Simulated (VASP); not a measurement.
# Ti2B2Os (P-6m2) in VASP: notebook

The runs below take Ti2B2Os through relaxation of cell and atoms, single point, with PBE.

Program: VASP 6.6.1. These are calculated values, not measurements. Logs are shortened: lines on timing, memory, paths and dates and some standing lists are left out, and cuts for length are marked.

### Step 1. The cell of the first run

The structure is hexagonal, space group P-6m2 (No. 187). The conventional cell has a = 3.987 Å, b = 3.987 Å, c = 4.703 Å, α = 90.00°, β = 90.00°, γ = 120.00°. Within 3.0 Å of Ti (site symmetry -6m2) lie 3 Os at 2.30 Å and 2 Ti at 2.35 Å and 6 B at 2.71 Å. Within 3.1 Å of Ti (site symmetry -6m2) lie 2 Ti at 2.35 Å and 6 B at 2.48 Å. Within 2.5 Å of B (site symmetry 3m) lie 1 B at 1.85 Å and 3 Ti at 2.48 Å. Within 3.0 Å of Os (site symmetry -6m2) lie 3 Ti at 2.30 Å and 6 B at 2.71 Å.

The cell was generated, and may not be a known phase.

### Step 2. Relaxation of cell and atoms, PBE

File INCAR:

```
ALGO = Fast ; EDIFF = 1E-6
EDIFFG = -0.01 ; ENCUT = 600
GGA = PE ; IBRION = 2
ISIF = 3 ; ISMEAR = 0
LASPH = T ; LCHARG = F
LREAL = F ; LWAVE = F
NELM = 60 ; NSW = 100
PREC = Accurate ; SIGMA = 0.1
```

File KPOINTS:

```
k-points
0
Gamma
  12 12 8
```

File POSCAR:

```
Ti2B2Os
1.0
    3.9868821220      0.0000000000      0.0000000000
   -1.9934410610      3.4527411995      0.0000000000
    0.0000000000      0.0000000000      4.7031442231
Ti B Os
2 2 1
Direct
    0.6666666667      0.3333333333      0.0000000000
    0.6666666667      0.3333333333      0.5000000000
    0.0000000000      0.0000000000      0.3030368224
    0.0000000000      0.0000000000      0.6969631776
    0.3333333333      0.6666666667      0.0000000000
```

Potentials or basis: VASP PAW PBE potentials, release 64 (Ti_sv, B, Os).

Command:

```bash
$ cat potpaw_PBE.64/Ti_sv/POTCAR potpaw_PBE.64/B/POTCAR potpaw_PBE.64/Os/POTCAR > POTCAR
$ mpirun -np 1 vasp_std > vasp.out
```

OUTCAR:

```text
EDIFF = 1E-6
   EDIFFG = -0.01
   ENCUT = 600
   GGA = PE
   IBRION = 2
   ISIF = 3
   ISMEAR = 0
   LASPH = T
   LREAL = F
   NELM = 60
   NSW = 100
   PREC = Accurate

 ion  position               nearest neighbor table
   1  0.667  0.333  0.000-   5 2.30   5 2.30   5 2.30   2 2.35   2 2.35
   2  0.667  0.333  0.500-   1 2.35   1 2.35   4 2.48   3 2.48   3 2.48   4 2.48   3 2.48   4 2.48

   3  0.000  0.000  0.303-   4 1.85   2 2.48   2 2.48   2 2.48   5 2.71   5 2.71   5 2.71
   4  0.000  0.000  0.697-   3 1.85   2 2.48   2 2.48   2 2.48   5 2.71   5 2.71   5 2.71
   5  0.333  0.667  0.000-   1 2.30   1 2.30   1 2.30   4 2.71   3 2.71   4 2.71   3 2.71   4 2.71
                             3 2.71

  LATTYP: Found a hexagonal cell.
 ALAT       =     3.9868821220
 C/A-ratio  =     1.1796546974

  Lattice vectors:

 A1 = (   3.9868821220,   0.0000000000,   0.0000000000)
 A2 = (  -1.9934410610,   3.4527411995,   0.0000000000)
 A3 = (   0.0000000000,   0.0000000000,   4.7031442231)

Analysis of symmetry for initial positions (statically):
=====================================================================
 Subroutine PRICEL returns:
 Original cell was already a primitive cell.

 Routine SETGRP: Setting up the symmetry group for a
 hexagonal supercell.

 Subroutine GETGRP returns: Found 12 space group operations
 (whereof 12 operations were pure point group operations)
 out of a pool of 24 trial point group operations.

The static configuration has the point symmetry D_3h.

Analysis of symmetry for dynamics (positions and initial velocities):
=====================================================================
 Subroutine PRICEL returns:
 Original cell was already a primitive cell.

 Routine SETGRP: Setting up the symmetry group for a
 hexagonal supercell.

 Subroutine GETGRP returns: Found 12 space group operations
 (whereof 12 operations were pure point group operations)
 out of a pool of 24 trial point group operations.

The dynamic configuration has the point symmetry D_3h.

 Subroutine INISYM returns: Found 12 space group operations
 (whereof 12 operations are pure point group operations),
 and found     1 'primitive' translations

----------------------------------------------------------------------------------------

                                     Primitive cell

  volume of cell :      64.7419

  direct lattice vectors                    reciprocal lattice vectors
     3.986882122  0.000000000  0.000000000     0.250822565  0.144812475  0.000000000
    -1.993441061  3.452741200  0.000000000     0.000000000  0.289624951  0.000000000
     0.000000000  0.000000000  4.703144223     0.000000000  0.000000000  0.212623716

  length of vectors
     3.986882122  3.986882122  4.703144223     0.289624951  0.289624951  0.212623716

  position of ions in fractional coordinates (direct lattice)
     0.666666667  0.333333333  0.000000000
     0.666666667  0.333333333  0.500000000
     0.000000000  0.000000000  0.303036822
     0.000000000  0.000000000  0.696963178
     0.333333333  0.666666667  0.000000000

  ion indices of the primitive-cell ions
   primitive index   ion index
                 1           1
                 2           2
                 3           3
                 4           4
                 5           5

----------------------------------------------------------------------------------------

 KPOINTS: k-points

Automatic generation of k-mesh.
 Grid dimensions read from file:
 generate k-points for:   12   12    8

 Generating k-lattice:

  Cartesian coordinates                     Fractional coordinates (reciprocal lattice)
     0.020901880  0.012067706  0.000000000     0.083333333  0.000000000  0.000000000
     0.000000000  0.024135413  0.000000000     0.000000000  0.083333333  0.000000000
     0.000000000  0.000000000  0.026577964     0.000000000  0.000000000  0.125000000

  Length of vectors
     0.024135413  0.024135413  0.026577964

  Shift w.r.t. Gamma in fractional coordinates (k-lattice)
     0.000000000  0.000000000  0.000000000

 Subroutine IBZKPT returns following result:
 ===========================================

 Found     95 irreducible k-points:

 Following reciprocal coordinates:
            Coordinates               Weight
  0.000000  0.000000  0.000000      1.000000
  0.083333  0.000000  0.000000      6.000000
  0.166667 -0.000000  0.000000      6.000000
  0.250000  0.000000  0.000000      6.000000
  0.333333 -0.000000  0.000000      6.000000
  0.416667  0.000000  0.000000      6.000000
[... 16 lines left out ...]
  0.250000  0.000000  0.125000     12.000000
  0.333333 -0.000000  0.125000     12.000000
 [... further k-points ...]
   k-points           NKPTS =     95   k-points in BZ     NKDIM =     95   number of bands    NBANDS=     23
   number of dos      NEDOS =    301   number of ions     NIONS =      5
   total plane-waves  NPLWV =  40960
   dimension x,y,z NGX =    32 NGY =   32 NGZ =   40
   dimension x,y,z NGXF=    64 NGYF=   64 NGZF=   80
   ions per type =               2   2   1
   NGX,Y,Z   is equivalent  to a cutoff of  13.34, 13.34, 14.14 a.u.
   NGXF,Y,Z  is equivalent  to a cutoff of  26.69, 26.69, 28.28 a.u.
 SYSTEM =  unknown system
   PREC   = accura    normal or accurate (medium, high low for compatibility)
   ISTART =      0    job   : 0-new  1-cont  2-samecut
   ICHARG =      2    charge: 1-file 2-atom 10-const
   ISPIN  =      1    spin polarized calculation?
   LNONCOLLINEAR =      F non collinear calculations
   LSORBIT =      F    spin-orbit coupling
   LASPH  =      T    aspherical Exc in radial PAW
   ENCUT  =  600.0 eV  44.10 Ry    6.64 a.u.   7.96  7.96  9.39*2*pi/ulx,y,z
   NELM   =     60;   NELMIN=  2; NELMDL= -5     # of ELM steps
   EDIFF  = 0.1E-05   stopping-criterion for ELM
   LREAL  =      F    real-space projection
   EDIFFG = -.1E-01   stopping-criterion for IOM
   NSW    =    100    number of steps for IOM
   IBRION =      2    ionic relax: 0-MD 1-quasi-New 2-CG
   NFREE  =      1    steps in history (QN), initial steepest desc. (CG)
   ISIF   =      3    stress and relaxation
   ISYM   =      2    0-nonsym 1-usesym 2-fastsym
   POTIM  = 0.5000    time-step for ionic-motion
   TEBEG  =    0.0;   TEEND  =   0.0 temperature during run
   PSTRESS=    0.0 pullay stress
   NELECT =      38.0000    total number of electrons
   NUPDOWN=      -1.0000    fix difference up-down
   EMIN   =  10.00;   EMAX   =-10.00  energy-range for DOS
   EFERMI =   0.00;   METHOD = LEGACY
   ISMEAR =     0;   SIGMA  =   0.10  broadening in eV -4-tet -1-fermi 0-gaus
   EFERMI_NEDOS =   21; number of points for ismear=-14 and -15
   IALGO  =     68    algorithm
   IMIX   =      4    mixing-type and parameters
     AMIX     =   0.40;   BMIX     =  1.00
     AMIX_MAG =   1.60;   BMIX_MAG =  1.00
  volume/ion in A,a.u.               =      12.95        87.38
  Fermi-wavevector in a.u.,A,eV,Ry     =   1.370695  2.590238 25.562686  1.878804
  Thomas-Fermi vector in A             =   2.496458
   LORBIT       =      0    0 simple, 1 ext, 2 COOP (PROOUT), +10 PAW based schemes
   GGA     = PE    functional components
   LHFCALC =     F    Hartree Fock is set to
   AEXX    =    0.0000 exact exchange contribution
   IVDW    =     0    specifies the selected vdW correction
   LEPSILON=     F    determine dielectric tensor
   LRPA    =     F    only Hartree local field effects (RPA)
 conjugate gradient relaxation of ions
 non-spin polarized calculation
 RMM-DIIS sequential band-by-band and
 Gauss-broadening in eV      SIGMA  =   0.10
  energy-cutoff  :      600.00
  volume of cell :       64.74
 maximum number of plane-waves:      2176
 NGX is ok and might be reduce to    32
   NGX = 15   NGY = 15   NGZ = 19

--------------------------------------- Ionic step        1  -------------------------------------------

 number of electron      37.9999992 magnetization

 Free energy of the ion-electron system (eV)
  ---------------------------------------------------
  ext. energy  EPLUGINS =         0.00000000
  ---------------------------------------------------
  free energy    TOTEN  =       -37.95962419 eV

  energy without entropy =      -37.94398036  energy(sigma->0) =      -37.95180228

------------------------ aborting loop because EDIFF is reached ----------------------------------------

  FORCE on cell =-STRESS in cart. coord.  units (eV):
  Direction    XX          YY          ZZ          XY          YZ          ZX
  --------------------------------------------------------------------------------------
  -------------------------------------------------------------------------------------
  Total       -0.1105119     -0.1105119      0.1834671      0.0000000      0.0000000      0.0000000
  in kB       -2.7348515     -2.7348515      4.5402838      0.0000000      0.0000000      0.0000000
  external PRESSURE =      -0.3098064 kB  Pullay stress =       0.0000000 kB
[... 98 lines left out ...]
  FREE ENERGIE OF THE ION-ELECTRON SYSTEM (eV)
  ---------------------------------------------------
  free  energy   TOTEN  =       -37.9600574376 eV

  energy  without entropy=      -37.9445202199  energy(sigma->0) =      -37.95228883

[... ionic steps 4 to 11 ...]

--------------------------------------- Ionic step       12  -------------------------------------------

 number of electron      37.9999993 magnetization

------------------------ aborting loop because EDIFF is reached ----------------------------------------

  FORCE on cell =-STRESS in cart. coord.  units (eV):
  Direction    XX          YY          ZZ          XY          YZ          ZX
  --------------------------------------------------------------------------------------
  -------------------------------------------------------------------------------------
  Total       -0.0189309     -0.0189309      0.0700159      0.0000000     -0.0000000      0.0000000
  in kB       -0.4667451     -0.4667451      1.7262535      0.0000000     -0.0000000      0.0000000
  external PRESSURE =       0.2642544 kB  Pullay stress =       0.0000000 kB
[... 63 lines left out ...]
  energy  without entropy=      -37.9454198952  energy(sigma->0) =      -37.95315770

--------------------------------------- Ionic step       14  -------------------------------------------

 number of electron      37.9999993 magnetization

 Free energy of the ion-electron system (eV)
  ---------------------------------------------------
  ext. energy  EPLUGINS =         0.00000000
  ---------------------------------------------------
  free energy    TOTEN  =       -37.96091388 eV

  energy without entropy =      -37.94544765  energy(sigma->0) =      -37.95318076

 E-fermi :   7.6391     XC(G=0): -11.9504

 val. band max:        7.6355474058   @ k =   0.0833   0.0000   0.5000
 cond. band min:       7.6516854689   @ k =   0.0833   0.0000   0.2500
 fundamental gap:      0.0161380631
 Fermi energy:         7.6391055284

 k-point     1 :       0.0000    0.0000    0.0000
  band No.  band energies     occupation
      1     -49.3147      2.00000
      2     -48.3539      2.00000
      3     -26.2027      2.00000
      4     -25.6163      2.00000
      5     -25.6163      2.00000
      6     -24.7459      2.00000
[... 613 lines left out ...]
     22       9.5110      0.00000
     23       9.5522      0.00000

 [... further k-points ...]

------------------------ aborting loop because EDIFF is reached ----------------------------------------

  FORCE on cell =-STRESS in cart. coord.  units (eV):
  Direction    XX          YY          ZZ          XY          YZ          ZX
  --------------------------------------------------------------------------------------
  -------------------------------------------------------------------------------------
  Total       -0.0170462     -0.0170462      0.0475000      0.0000000      0.0000000      0.0000000
  in kB       -0.4202384     -0.4202384      1.1710129      0.0000000      0.0000000      0.0000000
  external PRESSURE =       0.1101787 kB  Pullay stress =       0.0000000 kB
[... 20 lines left out ...]
  FREE ENERGIE OF THE ION-ELECTRON SYSTEM (eV)
  ---------------------------------------------------
  free  energy   TOTEN  =       -37.9609138776 eV

  energy  without entropy=      -37.9454476465  energy(sigma->0) =      -37.95318076

 reached required accuracy - stopping structural energy minimisation
```

Wall time 11 min (1 thread of Intel Xeon 6975P-C (Granite Rapids), shared host); peak memory 0.35 GiB.

Results:

```
Free energy                           : -37.9609 eV
Relaxed volume                        : 13.00 Å³/atom
Relaxed cell                          : a = 3.987 Å, b = 3.987 Å, c = 4.722 Å, α = 90.00°, β = 90.00°, γ = 120.00°
Space group after relaxing (to 0.1 Å) : P-6m2 (No. 187)
Energy gained by relaxing             : 0.3 meV/atom
Ionic steps                           : 14
Pressure after relaxing               : 0.0 GPa
Largest force after relaxing          : 0.008 eV/Å
Band gap on the k mesh                : zero (bands 19 and 20 overlap by 1.38 eV)
```

Forces in eV/Å, atoms in the order of the input:
```
Ti   0.000  0.000  0.000
Ti   0.000  0.000  0.000
B    0.000  0.000  0.008
B    0.000  0.000 -0.008
Os   0.000  0.000  0.000
```

Step by step:
```tsv
step	energy change (eV)	largest force (eV/Å)	pressure (GPa)	volume (Å³)
1	0.0000	0.0311	-0.03	64.74
2	-0.0004	0.0368	0.62	64.72
3	-0.0004	0.0374	0.64	64.72
4	-0.0006	0.0393	0.60	64.75
5	-0.0007	0.0434	0.42	64.84
6	-0.0009	0.0423	0.29	64.88
7	-0.0011	0.0369	-0.05	65.01
8	-0.0012	0.0355	-0.10	65.04
9	-0.0012	0.0309	-0.11	65.03
10	-0.0013	0.0169	-0.07	65.00
11	-0.0012	0.0121	0.15	64.94
12	-0.0013	0.0094	0.03	64.98
13	-0.0013	0.0105	0.03	64.99
14	-0.0013	0.0076	0.01	64.99
```

Final structure:
```cif
data_structure
_symmetry_space_group_name_H-M 'P 1'
_symmetry_Int_Tables_number 1
_cell_length_a 3.9865
_cell_length_b 3.9865
_cell_length_c 4.7219
_cell_angle_alpha 90.000
_cell_angle_beta 90.000
_cell_angle_gamma 120.000
_cell_volume 64.99
loop_
_atom_site_label
_atom_site_type_symbol
_atom_site_fract_x
_atom_site_fract_y
_atom_site_fract_z
_atom_site_occupancy
Ti1 Ti 0.66667 0.33333 0.00000 1
Ti2 Ti 0.66667 0.33333 0.50000 1
B1 B 0.00000 0.00000 0.30470 1
B2 B 0.00000 0.00000 0.69530 1
Os1 Os 0.33333 0.66667 0.00000 1
```

Caveat: spin-orbit coupling is left out, which moves the levels of the heavy elements.

(Continued in part 2 of 2.)

The gap in the log of VASP goes by the Fermi energy; the results here count the filled bands.